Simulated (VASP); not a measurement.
The system is V.

```
V
1.0
     3.03869    0.00000    0.00000
     0.00000    3.03869    0.00000
     0.00000    0.00000    3.03869
V
3
Cartesian
  1.5193 0.0000 0.0000
  0.0000 1.5193 0.0000
  0.0000 0.0000 1.5193
```

The cell was built from a structure type or drawn by symmetry, and may not be a known phase.

| Property | Result |
| --- | --- |
| Program | VASP 6.6.1 |
| Task | relaxation of cell and atoms |
| Functional | PBE |
| Potentials or basis | VASP PAW PBE potentials, release 64 (V_sv) |
| Cutoff | 600 eV |
| k mesh | 6 × 6 × 6 |
| Occupations | gaussian, width 0.1 eV |
| Spin | collinear spin, ferromagnetic start |
| Starting moments | [2.0, 2.0, 2.0] μB |

At the start: pressure 170.8 GPa; volume 9.35 Å³/atom.

Q: How do energy, volume and symmetry change on relaxing?

A: Over 5 steps the energy falls by 2228.2 meV/atom and the volume is 15.51 Å³/atom (+65.8 %); space group Pm-3m (No. 221, to 0.1 Å) before and after; moment 0.00 μB per cell.

The path:
| step | energy change (eV) | largest force (eV/Å) | pressure (GPa) | volume (Å³) |
| --- | --- | --- | --- | --- |
| 1 | 0.0000 | 0.0000 | 170.79 | 28.06 |
| 2 | -1.0242 | 0.0000 | -25.19 | 91.14 |
| 3 | -6.5965 | 0.0000 | -8.11 | 49.88 |
| 4 | -6.6703 | 0.0000 | -3.52 | 47.87 |
| 5 | -6.6847 | 0.0000 | 0.18 | 46.53 |

Final structure:
```yaml
crystal:
  lattice:
    - [3.59664, 0.00000, 0.00000]
    - [0.00000, 3.59664, 0.00000]
    - [0.00000, 0.00000, 3.59664]
  atoms:
    - { symbol: V, position: [0.50000, 0.00000, 0.00000] }
    - { symbol: V, position: [0.00000, 0.50000, 0.00000] }
    - { symbol: V, position: [0.00000, 0.00000, 0.50000] }
```

Caveat: the volume moved by over 15 % at a fixed basis, so the end points are rough.
